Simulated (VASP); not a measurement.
# CaSe (P1) in VASP: single point with r2SCAN

Aim: the single point of CaSe with r2SCAN.

Program: VASP 6.6.1. These are calculated values, not measurements. Logs are shortened: lines on timing, memory, paths and dates and some standing lists are left out, and cuts for length are marked.

## Step 1: The cell of the first run

The typed cell holds 16 atoms: a = 8.393 Å, b = 8.393 Å, c = 8.393 Å, α = 60.00°, β = 60.00°, γ = 60.00°.

## Step 2: Single point, r2SCAN

POSCAR reads:

```
CaSe
1.0
    0.0000000000      5.9350612034      5.9350612034
    5.9350612034      0.0000000000      5.9350612034
    5.9350612034      5.9350612034      0.0000000000
Ca Se
8 8
Direct
    0.0042338232     -0.0043512609     -0.0038454532
   -0.0038221173      0.0022701535      0.4989492776
    0.0095569360      0.4919617338      0.0036791533
   -0.0056159488      0.4961702835      0.5033754325
    0.5108312107     -0.0055809871     -0.0043083802
    0.4950270771      0.0039566568      0.5003370476
    0.5042455162      0.5064102790     -0.0077520683
    0.4943028217      0.4955424046      0.5009115152
    0.2475397388      0.2495921186      0.2563189237
    0.2425275748      0.2556743643      0.7476328968
    0.2518066704      0.7515612472      0.2489943994
    0.2516482053      0.7489930344      0.7455054545
    0.7489472050      0.2595743240      0.2443096120
    0.7465164803      0.2501271595      0.7535100055
    0.7554487387      0.7511316812      0.2438091960
    0.7600291464      0.7503483700      0.7500267221
```

INCAR.step1 reads:

```
SYSTEM = CaSe
PREC = Accurate ; ENCUT = 520
ISMEAR = -1 ; SIGMA = 0.02
LREAL = Auto ; LASPH = .True.
NELM = 60 ; NBANDS = 78
GGA = PE ; ALGO = Normal
EDIFF = 1E-4 ; LWAVE = .True.
LCHARG = .False.
```

INCAR.step2 reads:

```
SYSTEM = CaSe
PREC = Accurate ; ENCUT = 520
EDIFF = 1E-6 ; ISMEAR = -1
SIGMA = 0.02 ; LREAL = Auto
LASPH = .True. ; NELM = 60
ALGO = Normal ; ISIF = 2
LWAVE = .False. ; LCHARG = .True.
METAGGA = R2SCAN ; LMIXTAU = .True.
LELF = .True. ; LVHAR = .True.
NBANDS = 78 ; ISTART = 1
```

KPOINTS reads:

```
regular mesh
0
Gamma
  2 2 2
  0 0 0
```

Potentials or basis: VASP PAW PBE potentials, release 64 (Ca_sv, Se).

Command:

```sh
> cat potpaw_PBE.64/Ca_sv/POTCAR potpaw_PBE.64/Se/POTCAR > POTCAR
> cp INCAR.step1 INCAR
> mpirun -np 1 vasp_std > vasp.out
> cp INCAR.step2 INCAR
> mpirun -np 1 vasp_std > vasp.out
```

OUTCAR:

```text
SYSTEM = CaSe
   PREC = Accurate
   ENCUT = 520
   EDIFF = 1E-6
   ISMEAR = -1
   LREAL = Auto
   LASPH = .True.
   NELM = 60
   ISIF = 2
   METAGGA = R2SCAN
   ISTART = 1

 ion  position               nearest neighbor table
   1  0.004  0.996  0.996-  15 2.93  12 2.95  10 2.96  11 2.97  14 2.97
   2  0.996  0.002  0.499-  16 2.90   9 2.96  11 2.97  13 2.98  12 2.98  14 2.98
   3  0.010  0.492  0.004-   9 2.91  10 2.93  13 2.93  12 2.96  15 2.96
   4  0.994  0.496  0.503-  10 2.92   9 2.93  14 2.93  15 2.96  16 2.98
   5  0.511  0.994  0.996-  16 2.91  14 2.92  15 2.92  11 2.98
   6  0.495  0.004  0.500-   9 2.92  12 2.96  10 2.96
   7  0.504  0.506  0.992-  14 2.94  13 2.95  12 2.96  16 2.97  11 2.98
   8  0.494  0.496  0.501-  10 2.92  13 2.93  11 2.94  12 2.96
   9  0.248  0.250  0.256-   3 2.91   6 2.92   4 2.93   2 2.96
  10  0.243  0.256  0.748-   8 2.92   4 2.92   3 2.93   1 2.96   6 2.96
  11  0.252  0.752  0.249-   8 2.94   1 2.97   2 2.97   7 2.98   5 2.98
  12  0.252  0.749  0.746-   1 2.95   8 2.96   6 2.96   3 2.96   7 2.96   2 2.98
  13  0.749  0.260  0.244-   8 2.93   3 2.93   7 2.95   2 2.98
  14  0.747  0.250  0.754-   5 2.92   4 2.93   7 2.94   1 2.97   2 2.98
  15  0.755  0.751  0.244-   5 2.92   1 2.93   4 2.96   3 2.96
  16  0.760  0.750  0.750-   2 2.90   5 2.91   7 2.97   4 2.98

  LATTYP: Found a face centered cubic cell.
 ALAT       =    11.8701224068

  Lattice vectors:

 A1 = (   0.0000000000,   5.9350612034,   5.9350612034)
 A2 = (   5.9350612034,   0.0000000000,   5.9350612034)
 A3 = (   5.9350612034,   5.9350612034,   0.0000000000)

Analysis of symmetry for initial positions (statically):
=====================================================================
 Subroutine PRICEL returns:
 Original cell was already a primitive cell.

 Routine SETGRP: Setting up the symmetry group for a
 face centered cubic supercell.

 Subroutine GETGRP returns: Found  1 space group operations
 (whereof  1 operations were pure point group operations)
 out of a pool of 48 trial point group operations.

The static configuration has the point symmetry C_1 .

Analysis of symmetry for dynamics (positions and initial velocities):
=====================================================================
 Subroutine PRICEL returns:
 Original cell was already a primitive cell.

 Routine SETGRP: Setting up the symmetry group for a
 face centered cubic supercell.

 Subroutine GETGRP returns: Found  1 space group operations
 (whereof  1 operations were pure point group operations)
 out of a pool of 48 trial point group operations.

The dynamic configuration has the point symmetry C_1 .

 Subroutine INISYM returns: Found  1 space group operations
 (whereof  1 operations are pure point group operations),
 and found     1 'primitive' translations

----------------------------------------------------------------------------------------

                                     Primitive cell

  volume of cell :     418.1245

  direct lattice vectors                    reciprocal lattice vectors
     0.000000000  5.935061203  5.935061203    -0.084245130  0.084245130  0.084245130
     5.935061203  0.000000000  5.935061203     0.084245130 -0.084245130  0.084245130
     5.935061203  5.935061203  0.000000000     0.084245130  0.084245130 -0.084245130

  length of vectors
     8.393444047  8.393444047  8.393444047     0.145916845  0.145916845  0.145916845

  position of ions in fractional coordinates (direct lattice)
     0.004233823  0.995648739  0.996154547
     0.996177883  0.002270153  0.498949278
     0.009556936  0.491961734  0.003679153
     0.994384051  0.496170283  0.503375433
     0.510831211  0.994419013  0.995691620
     0.495027077  0.003956657  0.500337048
[... 8 lines left out ...]
     0.755448739  0.751131681  0.243809196
     0.760029146  0.750348370  0.750026722

  ion indices of the primitive-cell ions
   primitive index   ion index
                 1           1
                 2           2
                 3           3
                 4           4
                 5           5
                 6           6
[... 8 lines left out ...]
                15          15
                16          16

----------------------------------------------------------------------------------------

 KPOINTS: regular mesh

Automatic generation of k-mesh.
 Grid dimensions read from file:
 generate k-points for:    2    2    2

 Generating k-lattice:

  Cartesian coordinates                     Fractional coordinates (reciprocal lattice)
    -0.042122565  0.042122565  0.042122565     0.500000000  0.000000000  0.000000000
     0.042122565 -0.042122565  0.042122565     0.000000000  0.500000000  0.000000000
     0.042122565  0.042122565 -0.042122565     0.000000000  0.000000000  0.500000000

  Length of vectors
     0.072958422  0.072958422  0.072958422

  Shift w.r.t. Gamma in fractional coordinates (k-lattice)
     0.000000000  0.000000000  0.000000000

 Subroutine IBZKPT returns following result:
 ===========================================

 Found      8 irreducible k-points:

 Following reciprocal coordinates:
            Coordinates               Weight
  0.000000  0.000000  0.000000      1.000000
  0.500000  0.000000  0.000000      1.000000
  0.000000  0.500000  0.000000      1.000000
  0.000000  0.000000  0.500000      1.000000
  0.500000  0.500000  0.500000      1.000000
  0.500000  0.500000  0.000000      1.000000
  0.000000  0.500000  0.500000      1.000000
  0.500000  0.000000  0.500000      1.000000
   k-points           NKPTS =      8   k-points in BZ     NKDIM =      8   number of bands    NBANDS=     78
   number of dos      NEDOS =    301   number of ions     NIONS =     16
   total plane-waves  NPLWV = 262144
   dimension x,y,z NGX =    64 NGY =   64 NGZ =   64
   dimension x,y,z NGXF=   128 NGYF=  128 NGZF=  128
   ions per type =               8   8
   NGX,Y,Z   is equivalent  to a cutoff of  12.68, 12.68, 12.68 a.u.
   NGXF,Y,Z  is equivalent  to a cutoff of  25.35, 25.35, 25.35 a.u.
 SYSTEM =  CaSe
   PREC   = accura    normal or accurate (medium, high low for compatibility)
   ISTART =      1    job   : 0-new  1-cont  2-samecut
   ICHARG =      0    charge: 1-file 2-atom 10-const
   ISPIN  =      1    spin polarized calculation?
   LNONCOLLINEAR =      F non collinear calculations
   LSORBIT =      F    spin-orbit coupling
   LASPH  =      T    aspherical Exc in radial PAW
   ENCUT  =  520.0 eV  38.22 Ry    6.18 a.u.  15.61 15.61 15.61*2*pi/ulx,y,z
   NELM   =     60;   NELMIN=  2; NELMDL=  0     # of ELM steps
   EDIFF  = 0.1E-05   stopping-criterion for ELM
   LREAL  =      T    real-space projection
   EDIFFG = 0.1E-04   stopping-criterion for IOM
   NSW    =      0    number of steps for IOM
   IBRION =     -1    ionic relax: 0-MD 1-quasi-New 2-CG
   NFREE  =      0    steps in history (QN), initial steepest desc. (CG)
   ISIF   =      2    stress and relaxation
   ISYM   =      2    0-nonsym 1-usesym 2-fastsym
   POTIM  = 0.5000    time-step for ionic-motion
   TEBEG  =    0.0;   TEEND  =   0.0 temperature during run
   PSTRESS=    0.0 pullay stress
   NELECT =     128.0000    total number of electrons
   NUPDOWN=      -1.0000    fix difference up-down
   EMIN   =  10.00;   EMAX   =-10.00  energy-range for DOS
   EFERMI =   0.00;   METHOD = LEGACY
   ISMEAR =    -1;   SIGMA  =   0.02  broadening in eV -4-tet -1-fermi 0-gaus
   EFERMI_NEDOS =   21; number of points for ismear=-14 and -15
   IALGO  =     38    algorithm
   IMIX   =      4    mixing-type and parameters
     AMIX     =   0.40;   BMIX     =  1.00
     AMIX_MAG =   1.60;   BMIX_MAG =  1.00
  volume/ion in A,a.u.               =      26.13       176.35
  Fermi-wavevector in a.u.,A,eV,Ry     =   1.103341  2.085012 16.563196  1.217361
  Thomas-Fermi vector in A             =   2.239797
   LORBIT       =      0    0 simple, 1 ext, 2 COOP (PROOUT), +10 PAW based schemes
   METAGGA = R2SCAN    functional components
   LHFCALC =     F    Hartree Fock is set to
   AEXX    =    0.0000 exact exchange contribution
   IVDW    =     0    specifies the selected vdW correction
   LEPSILON=     F    determine dielectric tensor
   LRPA    =     F    only Hartree local field effects (RPA)
 non-spin polarized calculation
  energy-cutoff  :      520.00
  volume of cell :      418.12
 maximum number of plane-waves:     11278
 NGX is ok and might be reduce to    64
   NGX = 31   NGY = 31   NGZ = 31

 number of electron     128.0000004 magnetization

 Free energy of the ion-electron system (eV)
  ---------------------------------------------------
  ext. energy  EPLUGINS =         0.00000000
  ---------------------------------------------------
  free energy    TOTEN  =      -207.62446425 eV

  energy without entropy =     -207.62446425  energy(sigma->0) =     -207.62446425

 E-fermi :   2.6521     XC(G=0):  -9.5315

 val. band max:        2.1260366889   @ k =   0.0000   0.0000   0.0000
 cond. band min:       4.6360633016   @ k =   0.0000   0.0000   0.0000
 fundamental gap:      2.5100266127
 Fermi energy:         2.6521201619

 k-point     1 :       0.0000    0.0000    0.0000
  band No.  band energies     occupation
      1     -39.3037      2.00000
      2     -39.2403      2.00000
      3     -39.2310      2.00000
      4     -39.2147      2.00000
      5     -39.1962      2.00000
      6     -39.1835      2.00000
[... 68 lines left out ...]
     75       7.1983      0.00000
     76       7.2100      0.00000

 k-point     2 :       0.5000    0.0000    0.0000
  band No.  band energies     occupation
      1     -39.3037      2.00000
      2     -39.2402      2.00000
      3     -39.2309      2.00000
      4     -39.2148      2.00000
      5     -39.1960      2.00000
      6     -39.1836      2.00000
[... 466 lines left out ...]
 k-point     8 :       0.5000    0.0000    0.5000
  band No.  band energies     occupation
      1     -39.3037      2.00000
      2     -39.2402      2.00000
      3     -39.2309      2.00000
      4     -39.2148      2.00000
      5     -39.1961      2.00000
      6     -39.1836      2.00000
[... 68 lines left out ...]
     75       7.3383      0.00000
     76       7.3529      0.00000
 [bands above 76 left out]

------------------------ aborting loop because EDIFF is reached ----------------------------------------

  FORCE on cell =-STRESS in cart. coord.  units (eV):
  Direction    XX          YY          ZZ          XY          YZ          ZX
  --------------------------------------------------------------------------------------
  -------------------------------------------------------------------------------------
  Total        1.0838956      1.0730890      1.2176706      0.0239179     -0.0377471     -0.0002144
  in kB        4.1532916      4.1118829      4.6658932      0.0916489     -0.1446399     -0.0008214
  external PRESSURE =       4.3103559 kB  Pullay stress =       0.0000000 kB

 VOLUME and BASIS-vectors are now :
 -----------------------------------------------------------------------------
  energy-cutoff  :      520.00
  volume of cell :      418.12
      direct lattice vectors                 reciprocal lattice vectors
     0.000000000  5.935061203  5.935061203    -0.084245130  0.084245130  0.084245130
     5.935061203  0.000000000  5.935061203     0.084245130 -0.084245130  0.084245130
     5.935061203  5.935061203  0.000000000     0.084245130  0.084245130 -0.084245130

 POSITION                                       TOTAL-FORCE (eV/Angst)
 -----------------------------------------------------------------------------------
     11.82147      5.93737      5.93436         0.197306      0.053769      0.001621
      2.97477      8.87367      5.92585        -0.093920      0.017101      0.128154
      2.94166      0.07856      2.97654         0.118604     -0.186877      0.018981
      5.93237      8.88929      8.84653         0.061080     -0.091911      0.270973
     11.81143      8.94131      8.93375         0.281392     -0.117524     -0.181899
      2.99301      5.90755      2.96150        -0.180861      0.130573      0.127158
[... 8 lines left out ...]
      5.90503      5.93066      8.94165         0.179524      0.084886     -0.198402
      8.90482      8.96227      8.96418        -0.083559     -0.296583     -0.227542
 -----------------------------------------------------------------------------------
    total drift:                               -0.004887      0.001975     -0.008642

  FREE ENERGIE OF THE ION-ELECTRON SYSTEM (eV)
  ---------------------------------------------------
  free  energy   TOTEN  =      -207.6244642469 eV

  energy  without entropy=     -207.6244642469  energy(sigma->0) =     -207.62446425
```

It took 28 min on 1 thread of Oxide Virtual Turin-like, shared host; peak memory 0.68 GiB.

What came out:

| Quantity | Value |
| --- | --- |
| Free energy | -207.6245 eV |
| Pressure | 0.4 GPa |
| Largest force | 0.383 eV/Å |
| Band gap on the k mesh | 2.51 eV |

Forces on the atoms (eV/Å):
```
Ca   0.197  0.054  0.002
Ca  -0.094  0.017  0.128
Ca   0.119 -0.187  0.019
Ca   0.061 -0.092  0.271
Ca   0.281 -0.118 -0.182
Ca  -0.181  0.131  0.127
Ca   0.113  0.064 -0.171
Ca   0.052  0.015  0.298
Se  -0.226 -0.014  0.143
Se  -0.168  0.334 -0.040
Se  -0.046 -0.120 -0.043
Se   0.052  0.076  0.076
Se  -0.173  0.138 -0.257
Se  -0.083 -0.086  0.054
Se   0.180  0.085 -0.198
Se  -0.084 -0.297 -0.228
```

Caveat: the k points lie up to 0.46 Å⁻¹ apart; the atoms stand as in a frame of molecular dynamics; the PAW data sets were made with another functional, which shifts forces and pressure a little. r2SCAN opens gaps a little over a GGA but as a rule still falls short of measured ones.
